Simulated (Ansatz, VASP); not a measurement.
## One calculation of CdO, two programs

File POSCAR:

```
CdO
1.0
    0.0000000000      2.3337310685      2.3337310685
    2.3337310685      0.0000000000      2.3337310685
    2.3337310685      2.3337310685      0.0000000000
Cd O
1 1
Direct
    0.0000000000      0.0000000000      0.0000000000
    0.5000000000      0.5000000000      0.5000000000
```

INCAR.step1

```
PREC = Accurate
ENCUT = 660
ISMEAR = 0
SIGMA = 0.01
LREAL = False
LASPH = True
NELM = 120
NBANDS = 16
GGA = PE
ALGO = Normal
EDIFF = 1E-5
LWAVE = True
LCHARG = False
GGA_COMPAT = False
```

The input INCAR.step2:

```
PREC = Accurate
ENCUT = 660
EDIFF = 1E-6
ISMEAR = 0
SIGMA = 0.01
LREAL = False
LASPH = True
NELM = 120
ALGO = Normal
ISIF = 2
LWAVE = False
LCHARG = False
METAGGA = R2SCAN
LMIXTAU = True
NBANDS = 16
ISTART = 1
GGA_COMPAT = False
```

The input KPOINTS:

```
Automatic mesh
0
Gamma
  8 8 8
```

Input for Ansatz:

```yaml
crystal:
  lattice:
    - [0.0, 2.3337310684970918, 2.3337310684970918]
    - [2.3337310684970918, 0.0, 2.3337310684970918]
    - [2.3337310684970918, 2.3337310684970918, 0.0]
  atoms:
    - { symbol: Cd, position: [0.0, 0.0, 0.0] }
    - { symbol: O, position: [0.5, 0.5, 0.5] }
basis:
  ecutwfc: 530.0
kpoints:
  mp_grid:
    grid: [8, 8, 8]
hamiltonian:
  xc: r2scan
scf:
  occupations:
    method: fixed
output:
  stress: true
```

Alike in both runs: task single point; functional r2SCAN; k mesh 8 × 8 × 8; no spin polarisation.

|  | VASP | Ansatz |
| --- | --- | --- |
| version | VASP 6.6.1 | Ansatz 0.2.0 |
| potentials or method | VASP PAW PBE potentials, release 64 (Cd, O), cutoff 660 eV | plane waves, PAW |
| occupations | gaussian, width 0.01 eV | fixed |
| valence electrons in the cell | 18 | 26 |

Ansatz gave:

| Item | Value |
| --- | --- |
| pressure (GPa) | 3.9 |

What did VASP give for the same quantities?

Pressure (GPa): 5.6.

VASP's potentials were made for PBE, not for r2SCAN. VASP's potentials hold 18 valence electrons a cell and Ansatz's 26, so a difference there can come from the potentials and not from the codes.
